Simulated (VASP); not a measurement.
# La (Fm-3m) in VASP: single point with r2SCAN

Aim: the single point of La with r2SCAN.

Everything below comes from runs of VASP 6.6.1. Logs are shortened: lines on timing, memory, paths and dates and some standing lists are left out, and cuts for length are marked.

### Step 1. The cell of the first run

The structure is cubic, space group Fm-3m (No. 225). The conventional cell has a = 5.256 Å, b = 5.256 Å, c = 5.256 Å, α = 90.00°, β = 90.00°, γ = 90.00°. La (site symmetry m-3m) has 12 La at 3.72 Å within 4.9 Å.

### Step 2. Single point, r2SCAN

Contents of POSCAR:

```
La
1.0
    0.0000000000      2.6279741700      2.6279741700
    2.6279741700      0.0000000000      2.6279741700
    2.6279741700      2.6279741700      0.0000000000
La
1
Direct
    0.0000000000      0.0000000000      0.0000000000
```

Contents of INCAR.step1:

```
  ALGO = Normal
  EDIFF = 1E-4
  ENCUT = 520
  GGA = PE
  ISMEAR = -1
  LASPH = T
  LCHARG = F
  LREAL = F
  LWAVE = T
  NBANDS = 12
  NELM = 60
  PREC = Accurate
  SIGMA = 0.1
```

Contents of INCAR.step2:

```
  ALGO = Normal
  EDIFF = 1E-7
  ENCUT = 520
  ISIF = 2
  ISMEAR = -1
  ISTART = 1
  LASPH = T
  LCHARG = F
  LMIXTAU = T
  LREAL = F
  LWAVE = F
  METAGGA = R2SCAN
  NBANDS = 12
  NELM = 60
  PREC = Accurate
  SIGMA = 0.1
```

Contents of KPOINTS:

```
k-points
0
Gamma
  11 11 11
```

Potentials or basis: VASP PAW PBE potentials, release 64 (La).

The run is started by

```sh
$ cat potpaw_PBE.64/La/POTCAR > POTCAR
$ cp INCAR.step1 INCAR
$ mpirun -np 1 vasp_std > vasp.out
$ cp INCAR.step2 INCAR
$ mpirun -np 1 vasp_std > vasp.out
```

OUTCAR:

```text
EDIFF = 1E-7
   ENCUT = 520
   ISIF = 2
   ISMEAR = -1
   ISTART = 1
   LASPH = T
   LREAL = F
   METAGGA = R2SCAN
   NELM = 60
   PREC = Accurate

 ion  position               nearest neighbor table
   1  0.000  0.000  0.000-

  LATTYP: Found a face centered cubic cell.
 ALAT       =     5.2559483400

  Lattice vectors:

 A1 = (   0.0000000000,   2.6279741700,   2.6279741700)
 A2 = (   2.6279741700,   0.0000000000,   2.6279741700)
 A3 = (   2.6279741700,   2.6279741700,   0.0000000000)

Analysis of symmetry for initial positions (statically):
=====================================================================
 Subroutine PRICEL returns:
 Original cell was already a primitive cell.

 Routine SETGRP: Setting up the symmetry group for a
 face centered cubic supercell.

 Subroutine GETGRP returns: Found 48 space group operations
 (whereof 48 operations were pure point group operations)
 out of a pool of 48 trial point group operations.

The static configuration has the point symmetry O_h .

Analysis of symmetry for dynamics (positions and initial velocities):
=====================================================================
 Subroutine PRICEL returns:
 Original cell was already a primitive cell.

 Routine SETGRP: Setting up the symmetry group for a
 face centered cubic supercell.

 Subroutine GETGRP returns: Found 48 space group operations
 (whereof 48 operations were pure point group operations)
 out of a pool of 48 trial point group operations.

The dynamic configuration has the point symmetry O_h .

 Subroutine INISYM returns: Found 48 space group operations
 (whereof 48 operations are pure point group operations),
 and found     1 'primitive' translations

----------------------------------------------------------------------------------------

                                     Primitive cell

  volume of cell :      36.2989

  direct lattice vectors                    reciprocal lattice vectors
     0.000000000  2.627974170  2.627974170    -0.190260622  0.190260622  0.190260622
     2.627974170  0.000000000  2.627974170     0.190260622 -0.190260622  0.190260622
     2.627974170  2.627974170  0.000000000     0.190260622  0.190260622 -0.190260622

  length of vectors
     3.716516713  3.716516713  3.716516713     0.329541064  0.329541064  0.329541064

  position of ions in fractional coordinates (direct lattice)
     0.000000000  0.000000000  0.000000000

  ion indices of the primitive-cell ions
   primitive index   ion index
                 1           1

----------------------------------------------------------------------------------------

 KPOINTS: k-points

Automatic generation of k-mesh.
 Grid dimensions read from file:
 generate k-points for:   11   11   11

 Generating k-lattice:

  Cartesian coordinates                     Fractional coordinates (reciprocal lattice)
    -0.017296420  0.017296420  0.017296420     0.090909091  0.000000000  0.000000000
     0.017296420 -0.017296420  0.017296420     0.000000000  0.090909091  0.000000000
     0.017296420  0.017296420 -0.017296420     0.000000000  0.000000000  0.090909091

  Length of vectors
     0.029958279  0.029958279  0.029958279

  Shift w.r.t. Gamma in fractional coordinates (k-lattice)
     0.000000000  0.000000000  0.000000000

 Subroutine IBZKPT returns following result:
 ===========================================

 Found     56 irreducible k-points:

 Following reciprocal coordinates:
            Coordinates               Weight
  0.000000  0.000000  0.000000      1.000000
  0.090909  0.000000  0.000000      8.000000
  0.181818  0.000000  0.000000      8.000000
  0.272727  0.000000  0.000000      8.000000
  0.363636  0.000000  0.000000      8.000000
  0.454545  0.000000  0.000000      8.000000
[... 16 lines left out ...]
 -0.272727  0.181818  0.000000     24.000000
 -0.181818  0.181818  0.000000     12.000000
 [... further k-points ...]
   k-points           NKPTS =     56   k-points in BZ     NKDIM =     56   number of bands    NBANDS=     12
   number of dos      NEDOS =    301   number of ions     NIONS =      1
   total plane-waves  NPLWV =  21952
   dimension x,y,z NGX =    28 NGY =   28 NGZ =   28
   dimension x,y,z NGXF=    56 NGYF=   56 NGZF=   56
   ions per type =               1
   NGX,Y,Z   is equivalent  to a cutoff of  12.52, 12.52, 12.52 a.u.
   NGXF,Y,Z  is equivalent  to a cutoff of  25.05, 25.05, 25.05 a.u.
 SYSTEM =  unknown system
   PREC   = accura    normal or accurate (medium, high low for compatibility)
   ISTART =      1    job   : 0-new  1-cont  2-samecut
   ICHARG =      0    charge: 1-file 2-atom 10-const
   ISPIN  =      1    spin polarized calculation?
   LNONCOLLINEAR =      F non collinear calculations
   LSORBIT =      F    spin-orbit coupling
   LASPH  =      T    aspherical Exc in radial PAW
   ENCUT  =  520.0 eV  38.22 Ry    6.18 a.u.   6.91  6.91  6.91*2*pi/ulx,y,z
   NELM   =     60;   NELMIN=  2; NELMDL=  0     # of ELM steps
   EDIFF  = 0.1E-06   stopping-criterion for ELM
   LREAL  =      F    real-space projection
   EDIFFG = 0.1E-05   stopping-criterion for IOM
   NSW    =      0    number of steps for IOM
   IBRION =     -1    ionic relax: 0-MD 1-quasi-New 2-CG
   NFREE  =      0    steps in history (QN), initial steepest desc. (CG)
   ISIF   =      2    stress and relaxation
   ISYM   =      2    0-nonsym 1-usesym 2-fastsym
   POTIM  = 0.5000    time-step for ionic-motion
   TEBEG  =    0.0;   TEEND  =   0.0 temperature during run
   PSTRESS=    0.0 pullay stress
   NELECT =      11.0000    total number of electrons
   NUPDOWN=      -1.0000    fix difference up-down
   EMIN   =  10.00;   EMAX   =-10.00  energy-range for DOS
   EFERMI =   0.00;   METHOD = LEGACY
   ISMEAR =    -1;   SIGMA  =   0.10  broadening in eV -4-tet -1-fermi 0-gaus
   EFERMI_NEDOS =   21; number of points for ismear=-14 and -15
   IALGO  =     38    algorithm
   IMIX   =      4    mixing-type and parameters
     AMIX     =   0.40;   BMIX     =  1.00
     AMIX_MAG =   1.60;   BMIX_MAG =  1.00
  volume/ion in A,a.u.               =      36.30       244.96
  Fermi-wavevector in a.u.,A,eV,Ry     =   1.099617  2.077974 16.451576  1.209157
  Thomas-Fermi vector in A             =   2.236014
   LORBIT       =      0    0 simple, 1 ext, 2 COOP (PROOUT), +10 PAW based schemes
   METAGGA = R2SCAN    functional components
   LHFCALC =     F    Hartree Fock is set to
   AEXX    =    0.0000 exact exchange contribution
   IVDW    =     0    specifies the selected vdW correction
   LEPSILON=     F    determine dielectric tensor
   LRPA    =     F    only Hartree local field effects (RPA)
 non-spin polarized calculation
  energy-cutoff  :      520.00
  volume of cell :       36.30
 maximum number of plane-waves:       987
   NGX = 13   NGY = 13   NGZ = 13

 number of electron      10.9999999 magnetization

 Free energy of the ion-electron system (eV)
  ---------------------------------------------------
  ext. energy  EPLUGINS =         0.00000000
  ---------------------------------------------------
  free energy    TOTEN  =       -29.75802355 eV

  energy without entropy =      -29.70383385  energy(sigma->0) =      -29.73092870

 E-fermi :   8.1736     XC(G=0): -10.3194

 val. band max:        8.0813802007   @ k =   0.3636   0.1818   0.0000
 cond. band min:       8.1857511959   @ k =  -0.1818   0.2727   0.0909
 fundamental gap:      0.1043709952
 Fermi energy:         8.1735808628

 k-point     1 :       0.0000    0.0000    0.0000
  band No.  band energies     occupation
      1     -25.8368      2.00000
      2      -8.2940      2.00000
      3      -8.2940      2.00000
      4      -8.2940      2.00000
      5       4.8966      2.00000
      6       9.7305      0.00000
      7       9.8707      0.00000
      8       9.8707      0.00000
      9       9.8707      0.00000
     10      10.3535      0.00000
     11      10.3535      0.00000
     12      10.3535      0.00000

 k-point     2 :       0.0909    0.0000    0.0000
  band No.  band energies     occupation
      1     -25.8189      2.00000
      2      -8.4333      2.00000
      3      -8.3096      2.00000
      4      -8.3096      2.00000
      5       5.1613      2.00000
      6       9.2110      0.00006
      7       9.9148      0.00000
      8       9.9148      0.00000
      9      10.2238      0.00000
     10      10.3508      0.00000
     11      10.3508      0.00000
     12      10.4055      0.00000

 k-point     3 :       0.1818    0.0000    0.0000
  band No.  band energies     occupation
      1     -25.7703      2.00000
      2      -8.7900      2.00000
      3      -8.3512      2.00000
      4      -8.3512      2.00000
      5       5.8128      2.00000
      6       8.7699      0.00513
      7       9.9638      0.00000
      8       9.9638      0.00000
      9      10.1670      0.00000
     10      10.3533      0.00000
     11      10.3533      0.00000
     12      10.7099      0.00000

 k-point     4 :       0.2727    0.0000    0.0000
  band No.  band energies     occupation
      1     -25.7055      2.00000
      2      -9.2256      2.00000
      3      -8.4049      2.00000
      4      -8.4049      2.00000
      5       6.3757      2.00000
      6       8.8734      0.00183
      7       9.8964      0.00000
      8       9.8964      0.00000
      9      10.0283      0.00000
     10      10.3756      0.00000
     11      10.3756      0.00000
     12      10.9430      0.00000

 k-point     5 :       0.3636    0.0000    0.0000
  band No.  band energies     occupation
      1     -25.6447      2.00000
      2      -9.6005      2.00000
      3      -8.4533      2.00000
      4      -8.4533      2.00000
      5       6.4729      2.00000
      6       9.5926      0.00000
      7       9.7511      0.00000
      8       9.7511      0.00000
      9       9.9348      0.00000
     10      10.3993      0.00000
     11      10.3993      0.00000
     12      10.9418      0.00000
[... 228 lines left out ...]
      1     -25.5748      2.00000
      2      -9.6932      2.00000
      3      -8.8104      2.00000
      4      -8.5758      2.00000
      5       7.1235      1.99994
      6       8.2811      0.50873
      7       9.7457      0.00000
      8      10.0536      0.00000
      9      10.3725      0.00000
     10      10.4247      0.00000
     11      10.6454      0.00000
     12      10.8764      0.00000

 k-point    22 :      -0.3636    0.1818    0.0000
  band No.  band energies     occupation
      1     -25.5869      2.00000
      2      -9.6250      2.00000
      3      -8.8447      2.00000
      4      -8.5220      2.00000
      5       7.2814      1.99973
      6       8.3781      0.22917
      7       9.5663      0.00000
      8      10.0053      0.00000
      9      10.3630      0.00000
     10      10.3689      0.00000
     11      10.6551      0.00000
     12      10.8678      0.00000

 k-point    23 :      -0.2727    0.1818    0.0000
  band No.  band energies     occupation
      1     -25.6278      2.00000
      2      -9.4283      2.00000
      3      -8.7991      2.00000
      4      -8.4519      2.00000
      5       7.3931      1.99918
      6       8.6980      0.01050
      7       8.7273      0.00785
      8      10.0314      0.00000
      9      10.2672      0.00000
     10      10.4824      0.00000
     11      10.6232      0.00000
     12      10.8828      0.00000

 k-point    24 :      -0.1818    0.1818    0.0000
  band No.  band energies     occupation
      1     -25.6838      2.00000
      2      -9.1815      2.00000
      3      -8.6621      2.00000
      4      -8.3872      2.00000
      5       6.9917      1.99999
      6       8.3355      0.33058
      7       9.1962      0.00007
      8      10.1170      0.00000
      9      10.1356      0.00000
     10      10.5157      0.00000
     11      10.5458      0.00000
     12      10.8389      0.00000

 [... further k-points ...]

------------------------ aborting loop because EDIFF is reached ----------------------------------------

  FORCE on cell =-STRESS in cart. coord.  units (eV):
  Direction    XX          YY          ZZ          XY          YZ          ZX
  --------------------------------------------------------------------------------------
  -------------------------------------------------------------------------------------
  Total        0.1360837      0.1360837      0.1360837      0.0000000      0.0000000     -0.0000000
  in kB        6.0065249      6.0065249      6.0065249      0.0000000      0.0000000     -0.0000000
  external PRESSURE =       6.0065249 kB  Pullay stress =       0.0000000 kB

 VOLUME and BASIS-vectors are now :
 -----------------------------------------------------------------------------
  energy-cutoff  :      520.00
  volume of cell :       36.30
      direct lattice vectors                 reciprocal lattice vectors
     0.000000000  2.627974170  2.627974170    -0.190260622  0.190260622  0.190260622
     2.627974170  0.000000000  2.627974170     0.190260622 -0.190260622  0.190260622
     2.627974170  2.627974170  0.000000000     0.190260622  0.190260622 -0.190260622

 POSITION                                       TOTAL-FORCE (eV/Angst)
 -----------------------------------------------------------------------------------
      0.00000      0.00000      0.00000         0.000000      0.000000      0.000000
 -----------------------------------------------------------------------------------
    total drift:                                0.000000     -0.000000      0.000000

  FREE ENERGIE OF THE ION-ELECTRON SYSTEM (eV)
  ---------------------------------------------------
  free  energy   TOTEN  =       -29.7580235534 eV

  energy  without entropy=      -29.7038338506  energy(sigma->0) =      -29.73092870
```

Wall time 63 s (1 thread of Intel Xeon 6975P-C (Granite Rapids), shared host); peak memory 0.19 GiB.

What came out:

```
Free energy : -29.7580 eV
Pressure    : 0.6 GPa
```

Caveat: the PAW data sets were made with another functional, which shifts forces and pressure a little; spin-orbit coupling is left out, which moves the levels of the heavy elements.
